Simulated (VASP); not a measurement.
# GaSb (R-3m) in VASP: notebook

The runs below take GaSb through single point, with PBE.

All numbers are computed with VASP 6.6.1; they aren't measurements. Logs are shortened: lines on timing, memory, paths and dates and some standing lists are left out, and cuts for length are marked.

## Step 1: The cell of the first run

Symmetry: R-3m, No. 166, trigonal system. The conventional cell has a = 4.078 Å, b = 4.078 Å, c = 20.248 Å, α = 90.00°, β = 90.00°, γ = 120.00°. Within 3.3 Å of Ga (site symmetry 3m) lie 3 Sb at 2.52 Å and 1 Ga at 2.62 Å. Sb (site symmetry 3m) has 1 Sb at 2.32 Å and 3 Ga at 2.52 Å within 3.1 Å.

## Step 2: Single point, PBE (P replaced by Sb, lengths x 1.084, strained)

INCAR reads:

```
PREC = Accurate
ENCUT = 520
EDIFF = 1E-7
ISMEAR = 0
SIGMA = 0.1
LREAL = F
LASPH = T
NELM = 100
ALGO = Normal
ISIF = 2
LWAVE = F
LCHARG = F
GGA = PE
NBANDS = 26
```

KPOINTS reads:

```
regular mesh
0
Gamma
  6 6 6
```

POSCAR reads:

```
GaSb
1.0
    2.0392494760      1.1773612339      6.7493173972
   -2.0392494760      1.1773612339      6.7493173972
    0.0000000000     -2.3547224677      6.7493173972
Ga Sb
2 2
Direct
    0.4353720000      0.4353720000      0.4353720000
    0.5646280000      0.5646280000      0.5646280000
    0.0573890000      0.0573890000      0.0573890000
    0.9426110000      0.9426110000      0.9426110000
```

Potentials or basis: VASP PAW PBE potentials, release 64 (Ga_d, Sb).

On the command line:

```console
> cat potpaw_PBE.64/Ga_d/POTCAR potpaw_PBE.64/Sb/POTCAR > POTCAR
> mpirun -np 1 vasp_std > vasp.out
```

OUTCAR:

```text
PREC = Accurate
   ENCUT = 520
   EDIFF = 1E-7
   ISMEAR = 0
   LREAL = F
   LASPH = T
   NELM = 100
   ISIF = 2
   GGA = PE

 ion  position               nearest neighbor table
   1  0.435  0.435  0.435-   3 2.52   3 2.52   3 2.52   2 2.62
   2  0.565  0.565  0.565-   4 2.52   4 2.52   4 2.52   1 2.62
   3  0.057  0.057  0.057-   4 2.32   1 2.52   1 2.52   1 2.52
   4  0.943  0.943  0.943-   3 2.32   2 2.52   2 2.52   2 2.52

  LATTYP: Found a trigonal (rhomboedric) cell.
 ALAT       =     7.1482867338
 COS(alpha) =     0.8372328403

  Lattice vectors:

 A1 = (   2.0392494760,   1.1773612339,   6.7493173972)
 A2 = (  -2.0392494760,   1.1773612339,   6.7493173972)
 A3 = (   0.0000000000,  -2.3547224677,   6.7493173972)

Analysis of symmetry for initial positions (statically):
=====================================================================
 Subroutine PRICEL returns:
 Original cell was already a primitive cell.

 Routine SETGRP: Setting up the symmetry group for a
 trigonal (rhombohedral) supercell.

 Subroutine GETGRP returns: Found 12 space group operations
 (whereof 12 operations were pure point group operations)
 out of a pool of 12 trial point group operations.

The static configuration has the point symmetry D_3d.

Analysis of symmetry for dynamics (positions and initial velocities):
=====================================================================
 Subroutine PRICEL returns:
 Original cell was already a primitive cell.

 Routine SETGRP: Setting up the symmetry group for a
 trigonal (rhombohedral) supercell.

 Subroutine GETGRP returns: Found 12 space group operations
 (whereof 12 operations were pure point group operations)
 out of a pool of 12 trial point group operations.

The dynamic configuration has the point symmetry D_3d.

 Subroutine INISYM returns: Found 12 space group operations
 (whereof 12 operations are pure point group operations),
 and found     1 'primitive' translations

----------------------------------------------------------------------------------------

                                     Primitive cell

  volume of cell :      97.2280

  direct lattice vectors                    reciprocal lattice vectors
     2.039249476  1.177361234  6.749317397     0.245188245  0.141559499  0.049387710
    -2.039249476  1.177361234  6.749317397    -0.245188245  0.141559499  0.049387710
     0.000000000 -2.354722468  6.749317397     0.000000000 -0.283118998  0.049387710

  length of vectors
     7.148286734  7.148286734  7.148286734     0.287394351  0.287394351  0.287394351

  position of ions in fractional coordinates (direct lattice)
     0.435372000  0.435372000  0.435372000
     0.564628000  0.564628000  0.564628000
     0.057389000  0.057389000  0.057389000
     0.942611000  0.942611000  0.942611000

  ion indices of the primitive-cell ions
   primitive index   ion index
                 1           1
                 2           2
                 3           3
                 4           4

----------------------------------------------------------------------------------------

 KPOINTS: regular mesh

Automatic generation of k-mesh.
 Grid dimensions read from file:
 generate k-points for:    6    6    6

 Generating k-lattice:

  Cartesian coordinates                     Fractional coordinates (reciprocal lattice)
     0.040864707  0.023593250  0.008231285     0.166666667  0.000000000 -0.000000000
    -0.040864707  0.023593250  0.008231285     0.000000000  0.166666667 -0.000000000
     0.000000000 -0.047186500  0.008231285    -0.000000000 -0.000000000  0.166666667

  Length of vectors
     0.047899059  0.047899059  0.047899059

  Shift w.r.t. Gamma in fractional coordinates (k-lattice)
     0.000000000  0.000000000  0.000000000

 Subroutine IBZKPT returns following result:
 ===========================================

 Found     32 irreducible k-points:

 Following reciprocal coordinates:
            Coordinates               Weight
  0.000000  0.000000  0.000000      1.000000
  0.166667  0.000000 -0.000000      6.000000
  0.333333  0.000000 -0.000000      6.000000
  0.500000  0.000000 -0.000000      3.000000
  0.166667  0.166667 -0.000000      6.000000
  0.333333  0.166667 -0.000000     12.000000
[... 16 lines left out ...]
  0.500000  0.500000  0.166667      6.000000
 -0.333333  0.500000  0.166667     12.000000
 [... further k-points ...]
   k-points           NKPTS =     32   k-points in BZ     NKDIM =     32   number of bands    NBANDS=     26
   number of dos      NEDOS =    301   number of ions     NIONS =      4
   total plane-waves  NPLWV = 157464
   dimension x,y,z NGX =    54 NGY =   54 NGZ =   54
   dimension x,y,z NGXF=   108 NGYF=  108 NGZF=  108
   ions per type =               2   2
   NGX,Y,Z   is equivalent  to a cutoff of  12.56, 12.56, 12.56 a.u.
   NGXF,Y,Z  is equivalent  to a cutoff of  25.12, 25.12, 25.12 a.u.
 SYSTEM =  unknown system
   PREC   = accura    normal or accurate (medium, high low for compatibility)
   ISTART =      0    job   : 0-new  1-cont  2-samecut
   ICHARG =      2    charge: 1-file 2-atom 10-const
   ISPIN  =      1    spin polarized calculation?
   LNONCOLLINEAR =      F non collinear calculations
   LSORBIT =      F    spin-orbit coupling
   LASPH  =      T    aspherical Exc in radial PAW
   ENCUT  =  520.0 eV  38.22 Ry    6.18 a.u.  13.29 13.29 13.29*2*pi/ulx,y,z
   NELM   =    100;   NELMIN=  2; NELMDL= -5     # of ELM steps
   EDIFF  = 0.1E-06   stopping-criterion for ELM
   LREAL  =      F    real-space projection
   EDIFFG = 0.1E-05   stopping-criterion for IOM
   NSW    =      0    number of steps for IOM
   IBRION =     -1    ionic relax: 0-MD 1-quasi-New 2-CG
   NFREE  =      0    steps in history (QN), initial steepest desc. (CG)
   ISIF   =      2    stress and relaxation
   ISYM   =      2    0-nonsym 1-usesym 2-fastsym
   POTIM  = 0.5000    time-step for ionic-motion
   TEBEG  =    0.0;   TEEND  =   0.0 temperature during run
   PSTRESS=    0.0 pullay stress
   NELECT =      36.0000    total number of electrons
   NUPDOWN=      -1.0000    fix difference up-down
   EMIN   =  10.00;   EMAX   =-10.00  energy-range for DOS
   EFERMI =   0.00;   METHOD = LEGACY
   ISMEAR =     0;   SIGMA  =   0.10  broadening in eV -4-tet -1-fermi 0-gaus
   EFERMI_NEDOS =   21; number of points for ismear=-14 and -15
   IALGO  =     38    algorithm
   IMIX   =      4    mixing-type and parameters
     AMIX     =   0.40;   BMIX     =  1.00
     AMIX_MAG =   1.60;   BMIX_MAG =  1.00
  volume/ion in A,a.u.               =      24.31       164.03
  Fermi-wavevector in a.u.,A,eV,Ry     =   1.175561  2.221489 18.802493  1.381944
  Thomas-Fermi vector in A             =   2.311940
   LORBIT       =      0    0 simple, 1 ext, 2 COOP (PROOUT), +10 PAW based schemes
   GGA     = PE    functional components
   LHFCALC =     F    Hartree Fock is set to
   AEXX    =    0.0000 exact exchange contribution
   IVDW    =     0    specifies the selected vdW correction
   LEPSILON=     F    determine dielectric tensor
   LRPA    =     F    only Hartree local field effects (RPA)
 non-spin polarized calculation
 Gauss-broadening in eV      SIGMA  =   0.10
  energy-cutoff  :      520.00
  volume of cell :       97.23
 maximum number of plane-waves:      2640
 NGX is ok and might be reduce to    54
   NGX = 27   NGY = 27   NGZ = 27

 number of electron      36.0000001 magnetization

 Free energy of the ion-electron system (eV)
  ---------------------------------------------------
  ext. energy  EPLUGINS =         0.00000000
  ---------------------------------------------------
  free energy    TOTEN  =       -12.01055424 eV

  energy without entropy =      -12.00995209  energy(sigma->0) =      -12.01025316

 E-fermi :   7.0848     XC(G=0):  -9.8005

 val. band max:        7.0033238677   @ k =   0.0000   0.0000   0.0000
 cond. band min:       7.1810112876   @ k =   0.5000   0.5000  -0.0000
 fundamental gap:      0.1776874198
 Fermi energy:         7.0847957287

 k-point     1 :       0.0000    0.0000    0.0000
  band No.  band energies     occupation
      1      -8.5073      2.00000
      2      -8.4552      2.00000
      3      -8.4552      2.00000
      4      -8.4547      2.00000
      5      -8.4547      2.00000
      6      -8.3913      2.00000
[... 18 lines left out ...]
     25      10.4092      0.00000
     26      12.6501      0.00000

 k-point     2 :       0.1667    0.0000   -0.0000
  band No.  band energies     occupation
      1      -8.5119      2.00000
      2      -8.4738      2.00000
      3      -8.4644      2.00000
      4      -8.4491      2.00000
      5      -8.4475      2.00000
      6      -8.3957      2.00000
[... 18 lines left out ...]
     25      11.4072      0.00000
     26      13.5270      0.00000

 k-point     3 :       0.3333    0.0000   -0.0000
  band No.  band energies     occupation
      1      -8.5386      2.00000
      2      -8.4977      2.00000
      3      -8.4681      2.00000
      4      -8.4393      2.00000
      5      -8.4322      2.00000
      6      -8.4033      2.00000
[... 18 lines left out ...]
     25      13.1557      0.00000
     26      13.1885      0.00000

 k-point     4 :       0.5000    0.0000   -0.0000
  band No.  band energies     occupation
      1      -8.5544      2.00000
      2      -8.5077      2.00000
      3      -8.4654      2.00000
      4      -8.4355      2.00000
      5      -8.4243      2.00000
      6      -8.4071      2.00000
[... 18 lines left out ...]
     25      12.3602      0.00000
     26      13.2213      0.00000
[... 496 lines left out ...]
      1      -8.5493      2.00000
      2      -8.4962      2.00000
      3      -8.4730      2.00000
      4      -8.4383      2.00000
      5      -8.4291      2.00000
      6      -8.4013      2.00000
[... 18 lines left out ...]
     25      13.2437      0.00000
     26      13.4728      0.00000

 k-point    23 :       0.5000    0.5000    0.1667
  band No.  band energies     occupation
      1      -8.5308      2.00000
      2      -8.4965      2.00000
      3      -8.4680      2.00000
      4      -8.4425      2.00000
      5      -8.4307      2.00000
      6      -8.4026      2.00000
[... 18 lines left out ...]
     25      13.9504      0.00000
     26      14.3510      0.00000

 k-point    24 :      -0.3333    0.5000    0.1667
  band No.  band energies     occupation
      1      -8.5448      2.00000
      2      -8.4993      2.00000
      3      -8.4701      2.00000
      4      -8.4384      2.00000
      5      -8.4298      2.00000
      6      -8.4007      2.00000
[... 18 lines left out ...]
     25      13.9152      0.00000
     26      14.3518      0.00000

 [... further k-points ...]

------------------------ aborting loop because EDIFF is reached ----------------------------------------

  FORCE on cell =-STRESS in cart. coord.  units (eV):
  Direction    XX          YY          ZZ          XY          YZ          ZX
  --------------------------------------------------------------------------------------
  -------------------------------------------------------------------------------------
  Total        9.2346184      9.2346184     21.5795362      0.0000000      0.0000000      0.0000000
  in kB      152.1732596    152.1732596    355.5997896      0.0000000      0.0000000      0.0000000
  external PRESSURE =     219.9821030 kB  Pullay stress =       0.0000000 kB

 VOLUME and BASIS-vectors are now :
 -----------------------------------------------------------------------------
  energy-cutoff  :      520.00
  volume of cell :       97.23
      direct lattice vectors                 reciprocal lattice vectors
     2.039249476  1.177361234  6.749317397     0.245188245  0.141559499  0.049387710
    -2.039249476  1.177361234  6.749317397    -0.245188245  0.141559499  0.049387710
     0.000000000 -2.354722468  6.749317397     0.000000000 -0.283118998  0.049387710

 POSITION                                       TOTAL-FORCE (eV/Angst)
 -----------------------------------------------------------------------------------
      0.00000      0.00000      8.81539         0.000000      0.000000      2.005491
      0.00000      0.00000     11.43256         0.000000     -0.000000     -2.005491
      0.00000      0.00000      1.16201         0.000000      0.000000      7.402992
      0.00000      0.00000     19.08594         0.000000     -0.000000     -7.402992
 -----------------------------------------------------------------------------------
    total drift:                                0.000000      0.000000      0.000000

  FREE ENERGIE OF THE ION-ELECTRON SYSTEM (eV)
  ---------------------------------------------------
  free  energy   TOTEN  =       -12.0105542362 eV

  energy  without entropy=      -12.0099520882  energy(sigma->0) =      -12.01025316
```

Wall time 2.9 min (1 thread of Intel Xeon Platinum 8375C at 2.90GHz (Ice Lake), shared host); peak memory 0.39 GiB.

What came out:

```
Free energy            : -12.0106 eV
Pressure               : 22.0 GPa
Largest force          : 7.403 eV/Å
Band gap on the k mesh : 0.18 eV, indirect (least direct gap 0.59 eV)
```

Forces in eV/Å, atoms in the order of the input:
```
Ga   0.000  0.000  2.005
Ga   0.000  0.000 -2.005
Sb   0.000  0.000  7.403
Sb   0.000  0.000 -7.403
```

Stress tensor (GPa, compression positive):
```
15.22  0.00  0.00
 0.00 15.22  0.00
 0.00  0.00 35.56
```

Levels at points of the mesh, in eV from the valence-band top:
| k point | band 16 | band 17 | band 18 | band 19 | band 20 | band 21 |
| --- | --- | --- | --- | --- | --- | --- |
| (0.00, 0.00, 0.00) | -0.18 | 0.00 | 0.00 | 0.59 | 1.04 | 2.36 |
| (0.50, 0.00, 0.00) | -3.50 | -3.37 | -2.17 | 0.83 | 1.67 | 3.74 |
| (0.50, 0.50, 0.00) | -3.77 | -1.56 | -1.11 | 0.18 | 0.49 | 0.70 |
| (0.50, 0.50, 0.50) | -2.09 | -0.42 | -0.42 | 0.74 | 1.42 | 3.20 |

Caveat: the cell differs from its parent crystal (P replaced by Sb, lengths x 1.084, strained); spin-orbit coupling is left out, which moves the levels of the heavy elements; forces of over 1 eV/Å act on the atoms, so gaps and moduli don't describe the material at rest. A k mesh can miss the band edges.

[end of part 1 of 2]
